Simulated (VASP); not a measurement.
# Na3TeH (Pm-3m) in VASP: further runs, part 2 of 2

VASP 6.6.1. Earlier steps stand in the parts before.

### Step 3. Relaxation of cell and atoms, PBE+D3(BJ)

This run uses another cell than the first one, of 21.58 Å³/atom.

INCAR reads:

```
SYSTEM = Na3TeH
PREC = Accurate
ENCUT = 600
EDIFF = 1E-7
ISMEAR = 0
SIGMA = 0.02
LREAL = .FALSE.
LASPH = .TRUE.
NELM = 100
ALGO = Normal
ISIF = 3
LWAVE = .FALSE.
LCHARG = .FALSE.
GGA = PE
IVDW = 12
IBRION = 2
NSW = 70
EDIFFG = -0.005
```

KPOINTS reads:

```
regular mesh
0
G
  6 6 6
  0 0 0
```

POSCAR reads:

```
Na3TeH
1.0
    4.7607848940      0.0000000000      0.0000000000
    0.0000000000      4.7607848940      0.0000000000
    0.0000000000      0.0000000000      4.7607848940
Na Te H
3 1 1
Direct
    0.5000000000      0.0000000000      0.5000000000
    0.0000000000      0.5000000000      0.5000000000
    0.5000000000      0.5000000000      0.0000000000
    0.0000000000      0.0000000000      0.0000000000
    0.5000000000      0.5000000000      0.5000000000
```

Potentials or basis: VASP PAW PBE potentials, release 64 (Na_pv, Te, H).

The run is started by

```sh
> cat potpaw_PBE.64/Na_pv/POTCAR potpaw_PBE.64/Te/POTCAR potpaw_PBE.64/H/POTCAR > POTCAR
> mpirun -np 1 vasp_std > vasp.out
```

OUTCAR:

```text
SYSTEM = Na3TeH
   PREC = Accurate
   ENCUT = 600
   EDIFF = 1E-7
   ISMEAR = 0
   LREAL = .FALSE.
   LASPH = .TRUE.
   NELM = 100
   ISIF = 3
   GGA = PE
   IVDW = 12
   IBRION = 2
   NSW = 70
   EDIFFG = -0.005
 IVDW          = 12

 ion  position               nearest neighbor table
   1  0.500  0.000  0.500-
   2  0.000  0.500  0.500-
   3  0.500  0.500  0.000-
   4  0.000  0.000  0.000-
   5  0.500  0.500  0.500-

  LATTYP: Found a simple cubic cell.
 ALAT       =     4.7607848940

  Lattice vectors:

 A1 = (   4.7607848940,   0.0000000000,   0.0000000000)
 A2 = (   0.0000000000,   4.7607848940,   0.0000000000)
 A3 = (   0.0000000000,   0.0000000000,   4.7607848940)

Analysis of symmetry for initial positions (statically):
=====================================================================
 Subroutine PRICEL returns:
 Original cell was already a primitive cell.

 Routine SETGRP: Setting up the symmetry group for a
 simple cubic supercell.

 Subroutine GETGRP returns: Found 48 space group operations
 (whereof 48 operations were pure point group operations)
 out of a pool of 48 trial point group operations.

The static configuration has the point symmetry O_h .

Analysis of symmetry for dynamics (positions and initial velocities):
=====================================================================
 Subroutine PRICEL returns:
 Original cell was already a primitive cell.

 Routine SETGRP: Setting up the symmetry group for a
 simple cubic supercell.

 Subroutine GETGRP returns: Found 48 space group operations
 (whereof 48 operations were pure point group operations)
 out of a pool of 48 trial point group operations.

The dynamic configuration has the point symmetry O_h .

 Subroutine INISYM returns: Found 48 space group operations
 (whereof 48 operations are pure point group operations),
 and found     1 'primitive' translations
[... 88 lines left out ...]
   ISTART =      0    job   : 0-new  1-cont  2-samecut
   ICHARG =      2    charge: 1-file 2-atom 10-const
   ISPIN  =      1    spin polarized calculation?
   LNONCOLLINEAR =      F non collinear calculations
   LSORBIT =      F    spin-orbit coupling
   LASPH  =      T    aspherical Exc in radial PAW
   ENCUT  =  600.0 eV  44.10 Ry    6.64 a.u.   9.51  9.51  9.51*2*pi/ulx,y,z
   NELM   =    100;   NELMIN=  2; NELMDL= -5     # of ELM steps
   EDIFF  = 0.1E-06   stopping-criterion for ELM
   LREAL  =      F    real-space projection
   EDIFFG = -.5E-02   stopping-criterion for IOM
   NSW    =     70    number of steps for IOM
   IBRION =      2    ionic relax: 0-MD 1-quasi-New 2-CG
   NFREE  =      1    steps in history (QN), initial steepest desc. (CG)
   ISIF   =      3    stress and relaxation
   ISYM   =      2    0-nonsym 1-usesym 2-fastsym
   POTIM  = 0.5000    time-step for ionic-motion
   TEBEG  =    0.0;   TEEND  =   0.0 temperature during run
   PSTRESS=    0.0 pullay stress
   NELECT =      28.0000    total number of electrons
   NUPDOWN=      -1.0000    fix difference up-down
   EMIN   =  10.00;   EMAX   =-10.00  energy-range for DOS
   EFERMI =   0.00;   METHOD = LEGACY
   ISMEAR =     0;   SIGMA  =   0.02  broadening in eV -4-tet -1-fermi 0-gaus
   EFERMI_NEDOS =   21; number of points for ismear=-14 and -15
   IALGO  =     38    algorithm
   IMIX   =      4    mixing-type and parameters
     AMIX     =   0.40;   BMIX     =  1.00
     AMIX_MAG =   1.60;   BMIX_MAG =  1.00
  volume/ion in A,a.u.               =      21.58       145.63
  Fermi-wavevector in a.u.,A,eV,Ry     =   1.044197  1.973245 14.835066  1.090347
  Thomas-Fermi vector in A             =   2.178939
   LORBIT       =      0    0 simple, 1 ext, 2 COOP (PROOUT), +10 PAW based schemes
   GGA     = PE    functional components
   LHFCALC =     F    Hartree Fock is set to
   AEXX    =    0.0000 exact exchange contribution
   IVDW    =    12    specifies the selected vdW correction
   LEPSILON=     F    determine dielectric tensor
   LRPA    =     F    only Hartree local field effects (RPA)
 conjugate gradient relaxation of ions
 non-spin polarized calculation
 Gauss-broadening in eV      SIGMA  =   0.02
  energy-cutoff  :      600.00
  volume of cell :      107.90
 maximum number of plane-waves:      3695
 NGX is ok and might be reduce to    40
   NGX = 19   NGY = 19   NGZ = 19

--------------------------------------- Ionic step        1  -------------------------------------------

 number of electron      27.9999986 magnetization

 Free energy of the ion-electron system (eV)
  ---------------------------------------------------
  ext. energy  EPLUGINS =         0.00000000
  ---------------------------------------------------
  free energy    TOTEN  =       -13.66804703 eV

  energy without entropy =      -13.66804703  energy(sigma->0) =      -13.66804703

------------------------ aborting loop because EDIFF is reached ----------------------------------------

 Edisp (eV)   -1.16945

 E8    (eV) :    -0.5386
[... 120 lines left out ...]
--------------------------------------- Ionic step        4  -------------------------------------------

 number of electron      27.9999982 magnetization

 Free energy of the ion-electron system (eV)
  ---------------------------------------------------
  ext. energy  EPLUGINS =         0.00000000
  ---------------------------------------------------
  free energy    TOTEN  =       -13.62065857 eV

  energy without entropy =      -13.62065857  energy(sigma->0) =      -13.62065857

 E-fermi :   2.0630     XC(G=0):  -8.4463

 val. band max:        1.9411758088   @ k =   0.5000   0.5000   0.0000
 cond. band min:       4.8043579423   @ k =   0.5000   0.0000   0.0000
 fundamental gap:      2.8631821336
 Fermi energy:         2.0630449462

 k-point     1 :       0.0000    0.0000    0.0000
  band No.  band energies     occupation
      1     -21.2399      2.00000
      2     -21.2399      2.00000
      3     -21.2399      2.00000
      4     -21.1923      2.00000
      5     -21.1923      2.00000
      6     -21.1923      2.00000
[... 445 lines left out ...]
  FREE ENERGIE OF THE ION-ELECTRON SYSTEM (eV)
  ---------------------------------------------------
  free  energy   TOTEN  =       -14.8833634873 eV

  energy  without entropy=      -14.8833634873  energy(sigma->0) =      -14.88336349

 reached required accuracy - stopping structural energy minimisation
```

OSZICAR:

```text
N       E                     dE             d eps       ncg     rms          rms(c)
DAV:   1     0.223003399679E+03    0.22300E+03   -0.15492E+04   720   0.175E+03
DAV:   2     0.356830732008E+01   -0.21944E+03   -0.21538E+03   720   0.410E+02
DAV:   3    -0.138257668542E+02   -0.17394E+02   -0.17235E+02   860   0.126E+02
[... 39 lines left out ...]
DAV:   3    -0.136206953009E+02    0.62633E-03   -0.13919E-03   884   0.503E-01    0.357E-02
DAV:   4    -0.136206743627E+02    0.20938E-04   -0.35375E-05   726   0.730E-02    0.313E-02
DAV:   5    -0.136206587175E+02    0.15645E-04   -0.17144E-05   796   0.505E-02    0.429E-03
DAV:   6    -0.136206586289E+02    0.88556E-07   -0.20881E-06   608   0.119E-02    0.282E-03
DAV:   7    -0.136206585746E+02    0.54301E-07   -0.16037E-07   538   0.418E-03
   4 F= -.14883363E+02 E0= -.14883363E+02  d E =-.458687E-01
```

CONTCAR:

```text
Na3TeH
   1.00000000000000
     4.6436892795218068   -0.0000000000000000    0.0000000000000000
     0.0000000000000000    4.6436892795218068   -0.0000000000000000
    -0.0000000000000000   -0.0000000000000000    4.6436892795218068
  Na              Te              H
     3     1     1
Direct
     0.5000000000000000    0.0000000000000000    0.5000000000000000
     0.0000000000000000    0.5000000000000000    0.5000000000000000
     0.5000000000000000    0.5000000000000000    0.0000000000000000
     0.0000000000000000    0.0000000000000000    0.0000000000000000
     0.5000000000000000    0.5000000000000000    0.5000000000000000

  0.00000000E+00  0.00000000E+00  0.00000000E+00
  0.00000000E+00  0.00000000E+00  0.00000000E+00
  0.00000000E+00  0.00000000E+00  0.00000000E+00
  0.00000000E+00  0.00000000E+00  0.00000000E+00
  0.00000000E+00  0.00000000E+00  0.00000000E+00
```

Run time: 1.9 min. Hardware: 1 thread of Intel Xeon Platinum 8259CL at 2.50GHz (Skylake/Cascade Lake), shared host; peak memory 0.29 GiB.

What came out:

```yaml
Free_energy: -14.8834 eV
Relaxed_volume: 20.03 Å³/atom
Relaxed_cell: a = 4.644 Å, b = 4.644 Å, c = 4.644 Å, α = 90.00°, β = 90.00°, γ = 90.00°
Space_group_after_relaxing_to_0.1_Å: Pm-3m (No. 221)
Energy_gained_by_relaxing: 9.2 meV/atom
Ionic_steps: 4
Pressure_after_relaxing: 0.0 GPa
Band_gap_on_the_k_mesh: 2.86 eV (least direct gap 3.06 eV)
Dispersion_energy_per_atom: -0.253 eV
```

Step by step:
```tsv
step	energy change (eV)	largest force (eV/Å)	pressure (GPa)	volume (Å³)
1	0.0000	0.0000	-1.78	107.90
2	-0.0325	0.0000	-1.02	104.21
3	-0.0457	0.0000	-0.12	100.58
4	-0.0459	0.0000	0.01	100.14
```

Final structure:
```cif
data_structure
_symmetry_space_group_name_H-M 'P 1'
_symmetry_Int_Tables_number 1
_cell_length_a 4.6437
_cell_length_b 4.6437
_cell_length_c 4.6437
_cell_angle_alpha 90.000
_cell_angle_beta 90.000
_cell_angle_gamma 90.000
_cell_volume 100.14
loop_
_atom_site_label
_atom_site_type_symbol
_atom_site_fract_x
_atom_site_fract_y
_atom_site_fract_z
_atom_site_occupancy
Na1 Na 0.50000 0.00000 0.50000 1
Na2 Na 0.00000 0.50000 0.50000 1
Na3 Na 0.50000 0.50000 0.00000 1
Te1 Te 0.00000 0.00000 0.00000 1
H1 H 0.50000 0.50000 0.50000 1
```

Levels at points of the mesh, in eV from the valence-band top:
| k point | band 10 | band 11 | band 12 | band 13 | band 14 | band 15 | band 16 | band 17 | band 18 |
| --- | --- | --- | --- | --- | --- | --- | --- | --- | --- |
| (0.00, 0.00, 0.00) | -9.56 | -2.60 | -0.44 | -0.44 | -0.44 | 4.16 | 4.16 | 4.60 | 7.11 |
| (0.50, 0.00, 0.00) | -9.31 | -3.44 | -0.64 | -0.20 | -0.20 | 2.86 | 4.83 | 5.09 | 5.09 |
| (0.50, 0.50, 0.00) | -9.13 | -2.30 | -2.00 | -2.00 | 0.00 | 4.68 | 5.15 | 6.13 | 6.13 |
| (0.50, 0.50, 0.50) | -8.99 | -1.92 | -1.52 | -1.52 | -1.52 | 2.87 | 2.87 | 2.87 | 9.65 |

Caveat: spin-orbit coupling is left out, which moves the levels of the heavy elements. A k mesh can miss the band edges.
